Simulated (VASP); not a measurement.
# CsPbBr3 (Pm-3m) in VASP: further runs, part 2 of 2

VASP 6.6.1. The steps go on from the part before.

### Step 4. Single point, PBEsol

This run uses another cell than the first one, of 38.03 Å³/atom.

Input file INCAR:

```
SYSTEM = CsPbBr3
  PREC = Accurate
  ENCUT = 520
  EDIFF = 1E-6
  ISMEAR = -1
  SIGMA = 0.05
  LREAL = .False.
  LASPH = .True.
  NELM = 60
  ALGO = Normal
  ISIF = 2
  LWAVE = .False.
  LCHARG = .True.
  GGA = PS
  LELF = .True.
  LVHAR = .True.
  NBANDS = 30
```

Input file KPOINTS:

```
regular mesh
0
Gamma
  5 5 5
  0 0 0
```

Input file POSCAR:

```
CsPbBr3
1.0
    5.7501704582      0.0000000000      0.0000000000
    0.0000000000      5.7501704582      0.0000000000
    0.0000000000      0.0000000000      5.7501704582
Pb Cs Br
1 1 3
Direct
    0.5000000000      0.5000000000      0.5000000000
    0.0000000000      0.0000000000      0.0000000000
    0.5000000000      0.5000000000      0.0000000000
    0.5000000000      0.0000000000      0.5000000000
    0.0000000000      0.5000000000      0.5000000000
```

Potentials or basis: VASP PAW PBE potentials, release 64 (Pb_d, Cs_sv, Br).

The run is started by

```sh
$ cat potpaw_PBE.64/Pb_d/POTCAR potpaw_PBE.64/Cs_sv/POTCAR potpaw_PBE.64/Br/POTCAR > POTCAR
$ mpirun -np 1 vasp_std > vasp.out
```

OUTCAR:

```text
SYSTEM = CsPbBr3
   PREC = Accurate
   ENCUT = 520
   EDIFF = 1E-6
   ISMEAR = -1
   LREAL = .False.
   LASPH = .True.
   NELM = 60
   ISIF = 2
   GGA = PS

 ion  position               nearest neighbor table
   1  0.500  0.500  0.500-   3 2.88   4 2.88   5 2.88   3 2.88   4 2.88   5 2.88
   2  0.000  0.000  0.000-
   3  0.500  0.500  0.000-   1 2.88   1 2.88
   4  0.500  0.000  0.500-   1 2.88   1 2.88
   5  0.000  0.500  0.500-   1 2.88   1 2.88

  LATTYP: Found a simple cubic cell.
 ALAT       =     5.7501704582

[... 512 lines left out ...]
  --------------------------------------------------------------------------------------
  -------------------------------------------------------------------------------------
  Total        1.7606370      1.7606370      1.7606370      0.0000000      0.0000000      0.0000000
  in kB       14.8367318     14.8367318     14.8367318      0.0000000      0.0000000      0.0000000
  external PRESSURE =      14.8367318 kB  Pullay stress =       0.0000000 kB

 VOLUME and BASIS-vectors are now :
 -----------------------------------------------------------------------------
  energy-cutoff  :      520.00
  volume of cell :      190.13
      direct lattice vectors                 reciprocal lattice vectors
     5.750170458  0.000000000  0.000000000     0.173907888  0.000000000  0.000000000
     0.000000000  5.750170458  0.000000000     0.000000000  0.173907888  0.000000000
     0.000000000  0.000000000  5.750170458     0.000000000  0.000000000  0.173907888

 POSITION                                       TOTAL-FORCE (eV/Angst)
 -----------------------------------------------------------------------------------
      2.87509      2.87509      2.87509         0.000000      0.000000      0.000000
      0.00000      0.00000      0.00000         0.000000      0.000000      0.000000
      2.87509      2.87509      0.00000         0.000000      0.000000      0.000000
      2.87509      0.00000      2.87509         0.000000      0.000000      0.000000
      0.00000      2.87509      2.87509         0.000000      0.000000      0.000000
 -----------------------------------------------------------------------------------
    total drift:                                0.000000     -0.000000     -0.000000

  FREE ENERGIE OF THE ION-ELECTRON SYSTEM (eV)
  ---------------------------------------------------
  free  energy   TOTEN  =       -16.7689705208 eV

  energy  without entropy=      -16.7689705208  energy(sigma->0) =      -16.76897052
```

Run time: 2.3 min. Hardware: 1 thread of AMD EPYC 7R13, shared host; peak memory 0.31 GiB.

Results:

| Quantity | Value |
| --- | --- |
| Free energy | -16.7690 eV |
| Pressure | 1.5 GPa |
| Band gap on the k mesh | 2.47 eV |

Caveat: the PAW data sets were made with another functional, which shifts forces and pressure a little; spin-orbit coupling is left out, which moves the levels of the heavy elements; an odd mesh through Γ misses points on the zone boundary, where band edges can lie.

### Step 5. Single point, PBEsol

This run uses another cell than the first one, of 39.64 Å³/atom.

Input file INCAR:

```
SYSTEM = CsPbBr3
PREC     = Accurate       ! precision mode
ENCUT    = 520            ! plane-wave cutoff, eV
EDIFF    = 1E-7           ! SCF threshold, eV
ISMEAR   = -1             ! smearing method
SIGMA    = 0.05           ! smearing width, eV
LREAL    = .False.        ! projectors in reciprocal space
LASPH    = .True.         ! aspherical terms in the spheres
NELM     = 60             ! most SCF steps
ALGO     = Normal         ! electronic algorithm
ISIF     = 2              ! what is computed and relaxed
LWAVE    = .False.        ! write WAVECAR
LCHARG   = .True.         ! write CHGCAR
GGA      = PS             ! functional
LELF     = .True.         ! ELF
LVHAR    = .True.       
NBANDS   = 30             ! bands
```

Input file KPOINTS:

```
Automatic mesh
0
Gamma
  5 5 5
  0 0 0
```

POSCAR: that of step 4 with these lines changed.

```diff
@@ -2,5 +2,5 @@
 1.0
-    5.7501704582      0.0000000000      0.0000000000
-    0.0000000000      5.7501704582      0.0000000000
-    0.0000000000      0.0000000000      5.7501704582
+    5.8306028398      0.0000000000      0.0000000000
+    0.0000000000      5.8306028398      0.0000000000
+    0.0000000000      0.0000000000      5.8306028398
 Pb Cs Br
```

The run is started by

```sh
$ cat potpaw_PBE.64/Pb_d/POTCAR potpaw_PBE.64/Cs_sv/POTCAR potpaw_PBE.64/Br/POTCAR > POTCAR
$ mpirun -np 1 vasp_std > vasp.out
```

Run time: 2.6 min. Hardware: 1 thread of AMD EPYC 7R13, shared host; peak memory 0.31 GiB.

Results (log left out):

| Quantity | Value |
| --- | --- |
| Free energy | -16.8170 eV |
| Pressure | 0.4 GPa |
| Band gap on the k mesh | 2.54 eV |

Levels at points of the mesh, in eV from the valence-band top:
```tsv
k point	band 20	band 21	band 22	band 23	band 24	band 25
(0.00, 0.00, 0.00)	-1.50	-1.50	-1.50	3.47	4.57	4.57
```

Caveat: the PAW data sets were made with another functional, which shifts forces and pressure a little; spin-orbit coupling is left out, which moves the levels of the heavy elements; an odd mesh through Γ misses points on the zone boundary, where band edges can lie. Expect the measured gap to be larger: semilocal functionals such as PBEsol lack the derivative discontinuity.

### Step 6. Single point, PBEsol

This run uses another cell than the first one, of 41.26 Å³/atom.

Input file INCAR:

```
SYSTEM = CsPbBr3
ALGO = Normal
EDIFF = 1E-6
ENCUT = 520
GGA = PS
ISIF = 2
ISMEAR = -1
LASPH = .True.
LCHARG = .True.
LELF = .True.
LREAL = .False.
LVHAR = .True.
LWAVE = .False.
NBANDS = 30
NELM = 100
PREC = Accurate
SIGMA = 0.05
```

Input file KPOINTS:

```
k-points
0
Gamma
  5 5 5
  0 0 0
```

POSCAR: that of step 5 with these lines changed.

```diff
@@ -2,5 +2,5 @@
 1.0
-    5.8306028398      0.0000000000      0.0000000000
-    0.0000000000      5.8306028398      0.0000000000
-    0.0000000000      0.0000000000      5.8306028398
+    5.9088753051      0.0000000000      0.0000000000
+    0.0000000000      5.9088753051      0.0000000000
+    0.0000000000      0.0000000000      5.9088753051
 Pb Cs Br
```

Potentials or basis: VASP PAW PBE potentials, release 64 (Pb_d, Cs_sv, Br).

The run is started by

```sh
$ cat potpaw_PBE.64/Pb_d/POTCAR potpaw_PBE.64/Cs_sv/POTCAR potpaw_PBE.64/Br/POTCAR > POTCAR
$ mpirun -np 1 vasp_std > vasp.out
```

Run time: 2.2 min. Hardware: 1 thread of AMD EPYC 7R13, shared host; peak memory 0.31 GiB.

It converged, with:

```yaml
Free_energy: -16.8165 eV
Pressure: -0.4 GPa
Band_gap_on_the_k_mesh: 2.61 eV
```

Levels at points of the mesh, in eV from the valence-band top:
```
           k point  band 19  band 20  band 21  band 22  band 23  band 24  band 25  band 26
(0.00, 0.00, 0.00)    -1.41    -1.30    -1.30    -1.30     3.60     4.77     4.77     5.51
```

Caveat: the PAW data sets were made with another functional, which shifts forces and pressure a little; spin-orbit coupling is left out, which moves the levels of the heavy elements; an odd mesh through Γ misses points on the zone boundary, where band edges can lie.

### Step 7. Summary

```csv
cell,gap on the mesh (eV),pressure (GPa)
"a = 5.947 Å, 5 atoms",2.63,-0.8
"a = 5.985 Å, 5 atoms",2.66,-1.1
"a = 5.750 Å, 5 atoms",2.47,1.5
"a = 5.831 Å, 5 atoms",2.54,0.4
"a = 5.909 Å, 5 atoms",2.61,-0.4
```

Alike in all rows: task single point; level PBEsol; potentials or basis VASP PAW PBE potentials, release 64 (Pb_d, Cs_sv, Br); no spin polarisation; k mesh 5 × 5 × 5; cutoff (eV) 520; smearing fermi-dirac 0.05 eV.

Caveats: the PAW data sets were made with another functional, which shifts forces and pressure a little; spin-orbit coupling is left out, which moves the levels of the heavy elements; an odd mesh through Γ misses points on the zone boundary, where band edges can lie.

Absolute energies hang on the potentials; compare differences alone.
